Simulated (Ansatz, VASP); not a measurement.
Given: the input of a run of VASP 6.6.1 on Os.

Contents of INCAR:

```
PREC = Accurate
ENCUT = 520
EDIFF = 1E-6
ISMEAR = -1
SIGMA = 0.05
LREAL = False
LASPH = True
NELM = 80
ALGO = Normal
ISIF = 2
LWAVE = False
LCHARG = True
GGA = B5
ALDAX = 1.0
AGGAX = 1.0
AGGAC = 1.0
ALDAC = 0.0
LELF = True
LVHAR = True
NBANDS = 15
```

Contents of KPOINTS:

```
Automatic mesh
0
Gamma
  11 11 6
```

The input POSCAR:

```
Os
1.0
    2.7877234178      0.0000000000      0.0000000000
   -1.3938617089      2.4142392985      0.0000000000
    0.0000000000      0.0000000000      4.4044215090
Os
2
Direct
    0.6666666667      0.3333333333      0.7500000000
    0.3333333333      0.6666666667      0.2500000000
```

Potentials or basis: VASP PAW PBE potentials, release 64 (Os).

Command:

```bash
$ cat potpaw_PBE.64/Os/POTCAR > POTCAR
$ mpirun -np 1 vasp_std > vasp.out
```

Question: Set up the same calculation for Ansatz 0.2.0. Potentials there: Ansatz PAW.

Answer: As run (the cutoff follows the program's own potentials):

input.yaml

```yaml
crystal:
  lattice:
    - [2.7877234178, 0.0, 0.0]
    - [-1.3938617089, 2.4142392985, 0.0]
    - [0.0, 0.0, 4.404421509]
  atoms:
    - { symbol: Os, position: [0.6666666667, 0.3333333333, 0.75] }
    - { symbol: Os, position: [0.3333333333, 0.6666666667, 0.25] }
hamiltonian:
  xc: blyp
  pseudopotentials: { kind: paw }
kpoints:
  mp_grid: { grid: [11, 11, 6] }
scf:
  occupations: { method: fermi_dirac, width: 0.05 }
output:
  forces: true
  stress: true
  eigenvalues: true
```

Potentials or basis: Ansatz PAW.

Launch:

```console
$ ansatz run input.yaml --threads 2 --pin off --max-ram 5120MiB --backend cpu --events-out ev --progress --plain --runs-dir out
```

Both were run:

|  | VASP | Ansatz | Ansatz less VASP |
| --- | --- | --- | --- |
| gap on the k mesh at the Fermi level (eV) | none | none | - |
| pressure (GPa) | 4.7 | 2.0 | -2.69 |
| traceless stress, the component that is largest in VASP (GPa) | -0.66 | -0.77 | -0.110 |

VASP's potentials were made for PBE, not for BLYP. A gap of «none» marks a metal or a gap that the smearing closes. VASP's potentials hold 16 valence electrons a cell and Ansatz's 32, so a difference there can come from the potentials and not from the codes.

Spin-orbit coupling is off throughout.
